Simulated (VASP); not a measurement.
Write the native input for VASP 6.6.1 that does the following.

```
Task                      : relaxation of the atoms
Functional                : PBE
Potentials or basis       : VASP PAW PBE potentials, release 64 (C, O)
Cutoff                    : 520 eV
k mesh                    : 6 × 3 × 1
Occupations               : gaussian, width 0.1 eV
Spin                      : no spin polarisation
Dipole correction         : yes
Atoms held fixed (from 0) : [0, 1, 2, 3, 4, 5, 6, 7, 8, 9, 10, 11, 12]
Further INCAR settings    : ALGO = Normal; EDIFF = 1e-07; NELMDL = -8; IBRION = 2; EDIFFG = -0.025; NSW = 36
```

The structure of C12O lies in POSCAR:

```
C12O
1.0
    4.9326910638      0.0000000000      0.0000000000
   -1.2331727659      8.7858796652      0.0000000000
    0.0000000000      0.0000000000     20.2907138818
C O
12 1
Selective dynamics
Direct
    0.0197005045      0.0788020181      0.1971345130  F F F
    0.5197005045      0.0788020181      0.1971345130  F F F
    0.2746256306      0.0985025226      0.2311704222  F F F
    0.7746256306      0.0985025226      0.2311704222  F F F
    0.2844758829      0.1379035317      0.2992422405  F F F
    0.7844758829      0.1379035317      0.2992422405  F F F
    0.0392966979      0.1571967124      0.3324023561  F F F
    0.5392966979      0.1571967124      0.3324023561  F F F
    0.0496769462      0.1987212371      0.4035397332  F F F
    0.5496769462      0.1987212371      0.4035397332  F F F
    0.3040736101      0.2163107364      0.4332382751  F F F
    0.8040736101      0.2163107364      0.4332382751  F F F
    0.3040736101      0.2163107364      0.5032210272  F F T
```

One way to write it, as run:

INCAR

```
SYSTEM = C12O
PREC     = Accurate       ! precision mode
ENCUT    = 520            ! plane-wave cutoff, eV
EDIFF    = 1E-7           ! SCF threshold, eV
ISMEAR   = 0              ! smearing method
SIGMA    = 0.1            ! smearing width, eV
LREAL    = .False.        ! projectors in reciprocal space
LASPH    = .True.         ! aspherical terms in the spheres
NELM     = 120            ! most SCF steps
ALGO     = Normal         ! electronic algorithm
ISIF     = 2              ! what is computed and relaxed
LWAVE    = .False.        ! write WAVECAR
LCHARG   = .False.        ! write CHGCAR
LDIPOL   = .True.       
IDIPOL   = 3            
DIPOL    = 0.5 0.5 0.331
GGA      = PE             ! functional
IBRION   = 2              ! ionic algorithm
NSW      = 36             ! ionic steps
EDIFFG   = -0.025         ! ionic threshold
GGA_COMPAT= .False.      
NELMIN   = 4            
NELMDL   = -8           
KPAR     = 4
```

KPOINTS

```
Automatic mesh
0
Gamma
  6 3 1
  0 0 0
```

Potentials or basis: VASP PAW PBE potentials, release 64 (C, O).

Launch:

```bash
$ cat potpaw_PBE.64/C/POTCAR potpaw_PBE.64/O/POTCAR > POTCAR
$ mpirun -np 4 vasp_std > vasp.out
```

Results of the run:

The energy gained by relaxing is 30.9 meV/atom. The ionic steps are 6 and the band gap on the k mesh is zero (bands 27 and 28 overlap by 0.02 eV).

Run time: 20 min on 4 MPI ranks on Intel(R) Xeon(R) Platinum 8488C (Sapphire Rapids), on a shared host, peak memory 1.1 GiB a rank.
